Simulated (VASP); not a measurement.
Set up this calculation in VASP 6.6.1, as the native input.

| Quantity | Value |
| --- | --- |
| Task | single point |
| Functional | PBE |
| Potentials or basis | VASP PAW PBE potentials, release 64 (Si, Ti_sv) |
| Cutoff | 520 eV |
| k mesh | 2 × 2 × 2 |
| Occupations | gaussian, width 0.02 eV |
| Spin | no spin polarisation |
| Dipole correction | no |
| Further INCAR settings | LREAL = Auto; ALGO = Normal; EDIFF = 1e-06; NBANDS = 52 |

The structure of TiSi16 (a cell with a defect) lies in POSCAR:

```
TiSi16
1.0
    0.0000000000      5.4300000000      5.4300000000
    5.4300000000      0.0000000000      5.4300000000
    5.4300000000      5.4300000000      0.0000000000
Si Ti
16 1
Direct
    0.0109203499     -0.0360892265      0.0115148250
    0.1135139042      0.1196444751      0.1141251381
   -0.0260091160      0.0008161142      0.5131087477
    0.1120034070      0.1239720994      0.6511597606
    0.0005721915      0.4900545120      0.0004106814
    0.1365173112      0.5903756906      0.1363090239
   -0.0013807551      0.4940148250      0.5079330571
    0.1172642726      0.6307569061      0.6265344383
    0.5124582873      0.0009179558     -0.0254494475
    0.6505473297      0.1239567219      0.1125854512
    0.5109589319      0.0052208103      0.5115224678
    0.6136262431      0.1608673112      0.6141627072
    0.5081177716      0.4940558932     -0.0015862799
    0.6267115101      0.6307919890      0.1170426335
    0.4888779006      0.5344108656      0.4886416206
    0.6247488029      0.6347764273      0.6245585635
    0.3121569061      1.0625539595      0.3128285451
```

One way to write it, as run:

INCAR

```
SYSTEM = TiSi16
PREC = Accurate
ENCUT = 520
EDIFF = 1E-6
ISMEAR = 0
SIGMA = 0.02
LREAL = Auto
LASPH = .True.
NELM = 80
ALGO = Normal
ISIF = 2
LWAVE = .False.
LCHARG = .False.
GGA = PE
NBANDS = 52
```

KPOINTS

```
regular mesh
0
Gamma
  2 2 2
  0 0 0
```

Potentials or basis: VASP PAW PBE potentials, release 64 (Si, Ti_sv).

The run is started by

```bash
$ cat potpaw_PBE.64/Si/POTCAR potpaw_PBE.64/Ti_sv/POTCAR > POTCAR
$ mpirun -np 1 vasp_std > vasp.out
```

It gave:

```json
{
  "Pressure": "6.5 GPa",
  "Largest force": "0.034 eV/Å",
  "Band gap on the k mesh": "zero (band 38 reaches 6.96 eV, above the bottom of band 39 at 6.73 eV)"
}
```

Caveat: the k points lie up to 0.50 Å⁻¹ apart.

Wall time 3.5 min on 1 thread of Intel(R) Xeon(R) Platinum 8488C (Sapphire Rapids), on a shared host, peak memory 0.5 GiB.
